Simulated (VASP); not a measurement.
Input of a VASP 6.6.1 run:

POSCAR

```
YHg
1.0
    3.5501506058      0.0000000000      0.0000000000
    0.0000000000      3.5501506058      0.0000000000
    0.0000000000      0.0000000000      3.5501506058
Y Hg
1 1
Direct
    0.5000000000      0.5000000000      0.5000000000
    0.0000000000      0.0000000000      0.0000000000
```

File INCAR.step1:

```
PREC = Accurate ; ENCUT = 520
ISMEAR = 0 ; SIGMA = 0.1
LREAL = F ; LASPH = T
NELM = 100 ; NBANDS = 18
GGA = PE ; ALGO = Normal
EDIFF = 1E-4 ; LWAVE = T
LCHARG = F
```

INCAR.step2

```
PREC = Accurate ; ENCUT = 520
EDIFF = 1E-6 ; ISMEAR = 0
SIGMA = 0.1 ; LREAL = F
LASPH = T ; NELM = 100
ALGO = Normal ; ISIF = 2
LWAVE = F ; LCHARG = T
METAGGA = R2SCAN ; LMIXTAU = T
LELF = T ; LVHAR = T
NBANDS = 18 ; ISTART = 1
```

KPOINTS

```
Automatic mesh
0
Gamma
  12 12 12
```

Potentials or basis: VASP PAW PBE potentials, release 64 (Y_sv, Hg).

Run with:

```sh
$ cat potpaw_PBE.64/Y_sv/POTCAR potpaw_PBE.64/Hg/POTCAR > POTCAR
$ cp INCAR.step1 INCAR
$ mpirun -np 1 vasp_std > vasp.out
$ cp INCAR.step2 INCAR
$ mpirun -np 1 vasp_std > vasp.out
```

(1) What does it give for the pressure?

## Answers

(1) 12.6 GPa.

Caveat: the PAW data sets were made with another functional, which shifts forces and pressure a little.
